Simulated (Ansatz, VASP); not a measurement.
## SiO2: VASP beside Ansatz

```
Si O
1.0
     2.68697    0.00000    0.00000
    -1.34349    2.32699    0.00000
     0.00000    0.00000    9.17126
Si O
2 4
Direct
  0.33333 0.66667 0.10111
  0.66667 0.33333 0.60111
  0.00000 0.00000 0.20087
  0.66667 0.33333 0.00130
  0.00000 0.00000 0.70087
  0.33333 0.66667 0.50130
```

Alike in both runs: functional PBE; dispersion D3(BJ); k mesh 12 × 12 × 4; occupations gaussian, width 0.02 eV; no spin polarisation.

Ansatz relaxed the structure, and its values are those at the end. VASP's run is a single point on that final structure, the one shown.

```csv
,VASP,Ansatz
version,VASP 6.6.1,Ansatz 0.2.0
potentials or method,"VASP PAW PBE potentials, release 64 (Si, O), cutoff 520 eV","scalar-relativistic, plane waves, PAW"
valence electrons in the cell,32,32
```

Ansatz gave:

- gap on the k mesh at the Fermi level (eV): 6.16
- least direct gap on the mesh (eV): 6.40
- pressure (GPa): 0.0
- rms of the force components (eV/Å): 0.001

Task: Which values does VASP return?

Result: gap on the k mesh at the Fermi level (eV): 6.14; least direct gap on the mesh (eV): 6.39; pressure (GPa): 0.5; rms of the force components (eV/Å): 0.007.
